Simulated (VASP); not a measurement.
# MnS (P6_3mc) in VASP: a series of runs

MnS is run at these levels: PBEsol; tasks: single point.

All numbers are computed with VASP 6.6.1; they aren't measurements. Logs are shortened: lines on timing, memory, paths and dates and some standing lists are left out, and cuts for length are marked.

**1. The cell of the first run**

It takes space group P6_3mc (No. 186, hexagonal). The conventional cell has a = 3.976 Å, b = 3.976 Å, c = 6.432 Å, α = 90.00°, β = 90.00°, γ = 120.00°. Within 3.2 Å of Mn (site symmetry 3m) lie 4 S at 2.41 to 2.48 Å. Within 3.2 Å of S (site symmetry 3m) lie 4 Mn at 2.41 to 2.48 Å.

**2. Single point, PBEsol, collinear spin, ferromagnetic start**

Input file INCAR:

```
  PREC = Accurate
  ENCUT = 520
  EDIFF = 1E-6
  ISMEAR = 0
  SIGMA = 0.1
  LREAL = False
  LASPH = True
  NELM = 150
  ALGO = Normal
  ISIF = 2
  LWAVE = False
  LCHARG = False
  ISPIN = 2
  MAGMOM = 4 4 0 0
  LORBIT = 11
  LMAXMIX = 4
  GGA = PS
  NBANDS = 31
```

Input file KPOINTS:

```
regular mesh
0
Gamma
  6 6 4
```

Input file POSCAR:

```
MnS
1.0
    3.9760012967      0.0000000000      0.0000000000
   -1.9880006483      3.4433181284      0.0000000000
    0.0000000000      0.0000000000      6.4320000000
Mn S
2 2
Direct
    0.3333333333      0.6666666667      0.0000000000
    0.6666666667      0.3333333333      0.5000000000
    0.3333333333      0.6666666667      0.3850000000
    0.6666666667      0.3333333333      0.8850000000
```

Potentials or basis: VASP PAW PBE potentials, release 64 (Mn_pv, S).

Launch:

```console
> cat potpaw_PBE.64/Mn_pv/POTCAR potpaw_PBE.64/S/POTCAR > POTCAR
> mpirun -np 1 vasp_std > vasp.out
```

OUTCAR:

```text
PREC = Accurate
   ENCUT = 520
   EDIFF = 1E-6
   ISMEAR = 0
   LREAL = False
   LASPH = True
   NELM = 150
   ISIF = 2
   ISPIN = 2
   LORBIT = 11
   GGA = PS

 ion  position               nearest neighbor table
   1  0.333  0.667  0.000-   4 2.41   4 2.41   4 2.41   3 2.48
   2  0.667  0.333  0.500-   3 2.41   3 2.41   3 2.41   4 2.48
   3  0.333  0.667  0.385-   2 2.41   2 2.41   2 2.41   1 2.48
   4  0.667  0.333  0.885-   1 2.41   1 2.41   1 2.41   2 2.48

  LATTYP: Found a hexagonal cell.
 ALAT       =     3.9760012967
 C/A-ratio  =     1.6177057098

  Lattice vectors:

 A1 = (   3.9760012967,   0.0000000000,   0.0000000000)
 A2 = (  -1.9880006483,   3.4433181284,   0.0000000000)
 A3 = (   0.0000000000,   0.0000000000,   6.4320000000)

Analysis of symmetry for initial positions (statically):
=====================================================================
 Subroutine PRICEL returns:
 Original cell was already a primitive cell.

 Routine SETGRP: Setting up the symmetry group for a
 hexagonal supercell.

 Subroutine GETGRP returns: Found 12 space group operations
 (whereof  6 operations were pure point group operations)
 out of a pool of 24 trial point group operations.

The static configuration has the point symmetry C_3v.
 The point group associated with its full space group is C_6v.

Analysis of symmetry for dynamics (positions and initial velocities):
=====================================================================
 Subroutine PRICEL returns:
 Original cell was already a primitive cell.

 Routine SETGRP: Setting up the symmetry group for a
 hexagonal supercell.

 Subroutine GETGRP returns: Found 12 space group operations
 (whereof  6 operations were pure point group operations)
 out of a pool of 24 trial point group operations.

The dynamic configuration has the point symmetry C_3v.
 The point group associated with its full space group is C_6v.

Analysis of structural, dynamic, and magnetic symmetry:
=====================================================================
 Subroutine PRICEL returns:
 Original cell was already a primitive cell.

 Routine SETGRP: Setting up the symmetry group for a
 hexagonal supercell.

 Subroutine GETGRP returns: Found 12 space group operations
 (whereof  6 operations were pure point group operations)
 out of a pool of 24 trial point group operations.

The overall configuration has the point symmetry C_3v.
 The point group associated with its full space group is C_6v.
[... 125 lines left out ...]
   LHFCALC =     F    Hartree Fock is set to
   AEXX    =    0.0000 exact exchange contribution
   IVDW    =     0    specifies the selected vdW correction
   LEPSILON=     F    determine dielectric tensor
   LRPA    =     F    only Hartree local field effects (RPA)
 spin polarized calculation
 Gauss-broadening in eV      SIGMA  =   0.10
  energy-cutoff  :      520.00
  volume of cell :       88.06
 maximum number of plane-waves:      2412
 NGX is ok and might be reduce to    30
   NGX = 15   NGY = 15   NGZ = 23

 number of electron      37.9999996 magnetization      10.0967967

 number of electron      37.9999996 magnetization       9.8926641

 Free energy of the ion-electron system (eV)
  ---------------------------------------------------
  ext. energy  EPLUGINS =         0.00000000
  ---------------------------------------------------
  free energy    TOTEN  =       -29.52264511 eV

  energy without entropy =      -29.51670531  energy(sigma->0) =      -29.51967521

 E-fermi :   4.4285     XC(G=0):  -9.4906

 val. band max:        4.4181325778   @ k =   0.0000   0.0000   0.0000
 cond. band min:       4.4550051997   @ k =   0.5000   0.0000   0.0000
 fundamental gap:      0.0368726220
 Fermi energy:         4.4284896625

 spin component 1

 k-point     1 :       0.0000    0.0000    0.0000
  band No.  band energies     occupation
      1     -46.2247      1.00000
      2     -46.2214      1.00000
      3     -46.2204      1.00000
      4     -46.2204      1.00000
      5     -46.2199      1.00000
      6     -46.2199      1.00000
[... 703 lines left out ...]
     30      10.6367      0.00000
     31      12.8015      0.00000
 Fermi energy:         4.4284896625

 spin component 2

 k-point     1 :       0.0000    0.0000    0.0000
  band No.  band energies     occupation
      1     -41.6816      1.00000
      2     -41.6815      1.00000
      3     -41.6808      1.00000
      4     -41.6808      1.00000
      5     -41.6753      1.00000
      6     -41.6706      1.00000
[... 703 lines left out ...]
     30      11.7725      0.00000
     31      13.6252      0.00000

------------------------ aborting loop because EDIFF is reached ----------------------------------------

  FORCE on cell =-STRESS in cart. coord.  units (eV):
  Direction    XX          YY          ZZ          XY          YZ          ZX
  --------------------------------------------------------------------------------------
  -------------------------------------------------------------------------------------
  Total       -0.6468718     -0.6468718     -1.5528001     -0.0000000      0.0000000      0.0000000
  in kB      -11.7695295    -11.7695295    -28.2524711     -0.0000000      0.0000000      0.0000000
  external PRESSURE =     -17.2638434 kB  Pullay stress =       0.0000000 kB

 VOLUME and BASIS-vectors are now :
 -----------------------------------------------------------------------------
  energy-cutoff  :      520.00
  volume of cell :       88.06
      direct lattice vectors                 reciprocal lattice vectors
     3.976001297  0.000000000  0.000000000     0.251508972  0.145208773  0.000000000
    -1.988000648  3.443318128  0.000000000     0.000000000  0.290417546  0.000000000
     0.000000000  0.000000000  6.432000000     0.000000000  0.000000000  0.155472637

 POSITION                                       TOTAL-FORCE (eV/Angst)
 -----------------------------------------------------------------------------------
     -0.00000      2.29555      0.00000         0.000000     -0.000000      0.174478
      1.98800      1.14777      3.21600        -0.000000      0.000000      0.174478
     -0.00000      2.29555      2.47632        -0.000000     -0.000000     -0.174478
      1.98800      1.14777      5.69232         0.000000      0.000000     -0.174478
 -----------------------------------------------------------------------------------
    total drift:                               -0.000001     -0.000000      0.000158

  FREE ENERGIE OF THE ION-ELECTRON SYSTEM (eV)
  ---------------------------------------------------
  free  energy   TOTEN  =       -29.5226451104 eV

  energy  without entropy=      -29.5167053082  energy(sigma->0) =      -29.51967521

 total charge

# of ion       s       p       d       tot
------------------------------------------
    1        0.263   6.214   4.901  11.378
    2        0.263   6.214   4.901  11.378
    3        1.309   2.424   0.000   3.733
    4        1.309   2.424   0.000   3.733
--------------------------------------------------
tot          3.144  17.277   9.802  30.222

 magnetization (x)

# of ion       s       p       d       tot
------------------------------------------
    1        0.049   0.068   4.215   4.331
    2        0.049   0.068   4.215   4.331
    3        0.011   0.080   0.000   0.090
    4        0.011   0.080   0.000   0.090
--------------------------------------------------
tot          0.118   0.294   8.430   8.842
```

OSZICAR:

```text
N       E                     dE             d eps       ncg     rms          rms(c)
DAV:   1     0.367687817073E+03    0.36769E+03   -0.20468E+04  2740   0.126E+03
DAV:   2    -0.503994344843E+01   -0.37273E+03   -0.35338E+03  2667   0.362E+02
DAV:   3    -0.312973245803E+02   -0.26257E+02   -0.25800E+02  3136   0.103E+02
DAV:   4    -0.318905468327E+02   -0.59322E+00   -0.59227E+00  2888   0.158E+01
DAV:   5    -0.319012141489E+02   -0.10667E-01   -0.10666E-01  3155   0.235E+00    0.153E+01
DAV:   6    -0.296217234167E+02    0.22795E+01   -0.14958E+01  2886   0.384E+01    0.151E+01
DAV:   7    -0.295284662390E+02    0.93257E-01   -0.22927E+00  2758   0.150E+01    0.877E+00
DAV:   8    -0.295287056109E+02   -0.23937E-03   -0.13089E-01  3163   0.271E+00    0.475E+00
DAV:   9    -0.295178063158E+02    0.10899E-01   -0.42473E-02  2762   0.163E+00    0.583E-01
DAV:  10    -0.295221746746E+02   -0.43684E-02   -0.97696E-03  2780   0.631E-01    0.192E-01
DAV:  11    -0.295224449700E+02   -0.27030E-03   -0.92326E-04  3084   0.199E-01    0.157E-01
DAV:  12    -0.295225692883E+02   -0.12432E-03   -0.26053E-04  2878   0.888E-02    0.120E-01
DAV:  13    -0.295226020647E+02   -0.32776E-04   -0.23190E-05  2891   0.336E-02    0.771E-02
DAV:  14    -0.295226414068E+02   -0.39342E-04   -0.44208E-05  2737   0.380E-02    0.155E-02
DAV:  15    -0.295226446894E+02   -0.32826E-05   -0.32597E-06  2882   0.131E-02    0.442E-03
DAV:  16    -0.295226451104E+02   -0.42097E-06   -0.30600E-07  1788   0.338E-03
   1 F= -.29522645E+02 E0= -.29519675E+02  d E =-.593980E-02  mag=     9.8930
```

stdout:

```text
POSCAR found type information on POSCAR MnS
 POSCAR found :  2 types and       4 ions
 scaLAPACK will be used
 -----------------------------------------------------------------------------
|                                                                             |
|                                                                             |
|     You enforced a specific xc type in the INCAR file but a different       |
|     I HOPE YOU KNOW WHAT YOU ARE DOING!                                     |
|                                                                             |
 -----------------------------------------------------------------------------

 LDA part: xc-table for (Slater+PW92), standard interpolation
 POSCAR, INCAR and KPOINTS ok, starting setup
 FFT: planning ... GRIDC
 FFT: planning ... GRID_SOFT
 FFT: planning ... GRID
 WAVECAR not read
 entering main loop
```

Run time: 91 s. Hardware: 1 thread of Intel Xeon Platinum 8488C (Sapphire Rapids), shared host; peak memory 0.27 GiB.

Results:

| Property | Result |
| --- | --- |
| Free energy | -29.5226 eV |
| Pressure | -1.7 GPa |
| Largest force | 0.174 eV/Å |
| Net moment | 9.89 μB per cell |
| Site moments | Mn +4.33; S +0.09 μB |
| Valence electrons inside the program's atomic spheres | Mn 11.38; S 3.73 |

Forces in eV/Å, atoms in the order of the input:
```
Mn   0.000  0.000  0.174
Mn   0.000  0.000  0.174
S    0.000  0.000 -0.174
S    0.000  0.000 -0.174
```

Stress tensor (GPa, compression positive):
```
-1.18  0.00  0.00
 0.00 -1.18  0.00
 0.00  0.00 -2.83
```

Levels at points of the mesh, in eV from the Fermi level:
Spin up:
| k point | band 22 | band 23 | band 24 | band 25 | band 26 | band 27 |
| --- | --- | --- | --- | --- | --- | --- |
| (0.00, 0.00, 0.00) | -0.01 | 0.23 | 0.23 | 0.89 | 2.50 | 5.62 |
| (0.50, 0.00, 0.00) | -2.20 | -1.22 | -0.91 | 3.33 | 3.50 | 4.18 |
| (0.00, 0.00, 0.50) | -0.26 | -0.26 | -0.26 | 2.49 | 2.49 | 5.43 |
| (0.50, 0.00, 0.50) | -1.54 | -1.39 | -1.39 | 2.92 | 2.92 | 4.85 |
Spin down:
```
           k point  band 12  band 13  band 14  band 15  band 16  band 17
(0.00, 0.00, 0.00)    -3.34    -3.34    -3.12     0.53     0.53     0.98
(0.50, 0.00, 0.00)    -3.42    -3.33    -3.22     0.03     0.38     0.63
(0.00, 0.00, 0.50)    -3.36    -3.36    -3.36     0.82     0.82     0.82
(0.50, 0.00, 0.50)    -3.33    -3.33    -3.33     0.51     0.51     0.88
```

Caveat: the PAW data sets were made with another functional, which shifts forces and pressure a little; semilocal functionals often make such compounds metallic where correlation or magnetic order opens a gap, which also shifts bond lengths; only a ferromagnetic start was run, and an antiferromagnetic order may lie lower in energy. With open d or f shells a metallic result of PBEsol can be an artefact of self-interaction; +U or a hybrid may open a gap.

**3. Single point, PBEsol, collinear spin, ferromagnetic start (22.49 Å³/atom)**

This run uses another cell than the first one, of 22.49 Å³/atom.

Input file INCAR:

```
SYSTEM = MnS
ALGO     = Normal         ! electronic algorithm
EDIFF    = 1E-6           ! SCF threshold, eV
ENCUT    = 520            ! plane-wave cutoff, eV
GGA      = PS             ! functional
ISIF     = 2              ! what is computed and relaxed
ISMEAR   = 0              ! smearing method
ISPIN    = 2              ! spin polarisation
LASPH    = .TRUE.         ! aspherical terms in the spheres
LCHARG   = .FALSE.        ! write CHGCAR
LMAXMIX  = 4              ! l up to which the mixer works
LORBIT   = 11             ! projections on sites
LREAL    = .FALSE.        ! projectors in reciprocal space
LWAVE    = .FALSE.        ! write WAVECAR
MAGMOM   = 4.49 4.49 0.14 0.14 ! initial moments
NBANDS   = 31             ! bands
NELM     = 150            ! most SCF steps
PREC     = Accurate       ! precision mode
SIGMA    = 0.1            ! smearing width, eV
```

Input file KPOINTS:

```
k-points
0
G
  12 12 8
  0 0 0
```

Input file POSCAR:

```
MnS
1.0
    4.0097041457      0.0000000000      0.0000000000
   -2.0048520728      3.4725056519      0.0000000000
    0.0000000000      0.0000000000      6.4598560814
Mn S
2 2
Direct
    0.3333333333      0.6666666667      0.0027944024
    0.6666666667      0.3333333333      0.5027944024
    0.3333333333      0.6666666667      0.3822055976
    0.6666666667      0.3333333333      0.8822055976
```

Potentials or basis: VASP PAW PBE potentials, release 64 (Mn_pv, S).

Launch:

```console
> cat potpaw_PBE.64/Mn_pv/POTCAR potpaw_PBE.64/S/POTCAR > POTCAR
> mpirun -np 1 vasp_std > vasp.out
```

It took 4.7 min on 1 thread of AMD EPYC 9R45 (Zen 5), shared host; peak memory 0.46 GiB.

The run converged. Its results:

| Property | Result |
| --- | --- |
| Free energy | -29.5047 eV |
| Pressure | -2.7 GPa |
| Largest force | 0.005 eV/Å |
| Net moment | 9.96 μB per cell |
| Site moments | Mn +4.36; S +0.09 μB |
| Valence electrons inside the program's atomic spheres | Mn 11.36; S 3.73 |

Forces in eV/Å, atoms in the order of the input:
```
Mn   0.000  0.000  0.005
Mn   0.000  0.000  0.005
S    0.000  0.000 -0.005
S    0.000  0.000 -0.005
```

Levels at points of the mesh, in eV from the Fermi level:
Spin up:
```csv
k point,band 21,band 22,band 23,band 24,band 25,band 26,band 27,band 28
"(0.00, 0.00, 0.00)",-0.84,-0.02,0.12,0.12,0.78,2.43,5.56,5.56
"(0.50, 0.00, 0.00)",-2.50,-2.26,-1.28,-0.91,3.27,3.40,4.15,6.10
"(0.00, 0.00, 0.50)",-0.38,-0.38,-0.38,-0.38,2.40,2.40,5.42,5.42
"(0.50, 0.00, 0.50)",-1.57,-1.57,-1.44,-1.44,2.85,2.85,4.83,4.83
```
Spin down:
```tsv
k point	band 12	band 13	band 14	band 15	band 16	band 17
(0.00, 0.00, 0.00)	-3.24	-3.24	-3.14	0.53	0.53	0.90
(0.50, 0.00, 0.00)	-3.35	-3.33	-3.16	0.09	0.35	0.68
(0.00, 0.00, 0.50)	-3.26	-3.26	-3.26	0.82	0.82	0.82
(0.50, 0.00, 0.50)	-3.30	-3.26	-3.26	0.55	0.55	0.88
```

Caveat: the PAW data sets were made with another functional, which shifts forces and pressure a little; semilocal functionals often make such compounds metallic where correlation or magnetic order opens a gap, which also shifts bond lengths; only a ferromagnetic start was run, and an antiferromagnetic order may lie lower in energy. With open d or f shells a metallic result of PBEsol can be an artefact of self-interaction; +U or a hybrid may open a gap.
